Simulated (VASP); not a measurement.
Input of a VASP 6.6.1 run:

File INCAR:

```
SYSTEM = TiAl
  PREC = Accurate
  ENCUT = 520
  EDIFF = 1E-7
  ISMEAR = 0
  SIGMA = 0.15
  LREAL = .False.
  LASPH = .True.
  NELM = 80
  ALGO = Fast
  ISIF = 2
  LWAVE = .False.
  LCHARG = .False.
  GGA = PE
  NBANDS = 14
```

The input KPOINTS:

```
regular mesh
0
Gamma
  10 10 10
  0 0 0
```

Contents of POSCAR:

```
TiAl
1.0
    3.2363571368     -0.0313738462     -0.0024358282
   -0.0313738462      3.2015827107      0.0097464708
   -0.0024358282      0.0097464708      3.1790279506
Ti Al
1 1
Direct
   -0.0287614977     -0.0002124294      0.0089777793
    0.5287614977      0.5002124294      0.4910222207
```

Potentials or basis: VASP PAW PBE potentials, release 64 (Ti_sv, Al).

Launch:

```console
$ cat potpaw_PBE.64/Ti_sv/POTCAR potpaw_PBE.64/Al/POTCAR > POTCAR
$ mpirun -np 1 vasp_std > vasp.out
```

(1) Estimate the band gap on the k mesh.

(2) What does it give for the largest force?

(3) Predict the pressure.

## Answers

(1) zero (an odd number of electrons rules out a gap without spin polarisation).

(2) 1.158 eV/Å.

(3) -0.5 GPa.

Caveat: the cell differs from its parent crystal (atoms moved at random and the cell strained at random); forces of over 1 eV/Å act on the atoms, so gaps and moduli don't describe the material at rest.
